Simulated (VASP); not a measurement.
A run of VASP 6.6.1 is set up as follows.

The input INCAR:

```
SYSTEM = CO2
ALGO = Normal
EDIFF = 1E-6
ENCUT = 520
ISIF = 2
ISMEAR = -1
LASPH = .TRUE.
LCHARG = .TRUE.
LELF = .TRUE.
LREAL = .FALSE.
LVHAR = .TRUE.
LWAVE = .FALSE.
NBANDS = 25
NELM = 60
PREC = Accurate
SIGMA = 0.05
```

Contents of KPOINTS:

```
k-points
0
G
  7 7 7
  0 0 0
```

The input POSCAR:

```
CO2
1.0
   -2.0134569700      2.0134569700      3.0731721843
    2.0134569700     -2.0134569700      3.0731721843
    2.0134569700      2.0134569700     -3.0731721843
C O
2 4
Direct
    0.7500000000      0.2500000000      0.5000000000
    0.0000000000      0.0000000000      0.0000000000
    0.7097980000      0.1250000000      0.0847980000
    0.0402020000      0.6250000000      0.9152020000
    0.3750000000      0.2902020000      0.4152020000
    0.8750000000      0.9597980000      0.5847980000
```

Potentials or basis: VASP PAW LDA potentials, release 64 (C, O).

Launch:

```bash
$ cat potpaw_LDA.64/C/POTCAR potpaw_LDA.64/O/POTCAR > POTCAR
$ mpirun -np 1 vasp_std > vasp.out
```

**Question.** Predict the pressure.

**Answer.** -24.2 GPa.

**Question.** Predict the largest force.

**Answer.** 1.140 eV/Å.

**Question.** Predict the band gap on the k mesh.

**Answer.** 7.15 eV, indirect (least direct gap 7.51 eV).

Forces in eV/Å, atoms in the order of the input:
```
C    0.000  0.000  0.000
C    0.000  0.000  0.000
O    0.000  1.140  0.000
O    0.000 -1.140  0.000
O   -1.140  0.000  0.000
O    1.140  0.000  0.000
```

Caveat: forces of over 1 eV/Å act on the atoms, so gaps and moduli don't describe the material at rest. A k mesh can miss the band edges.
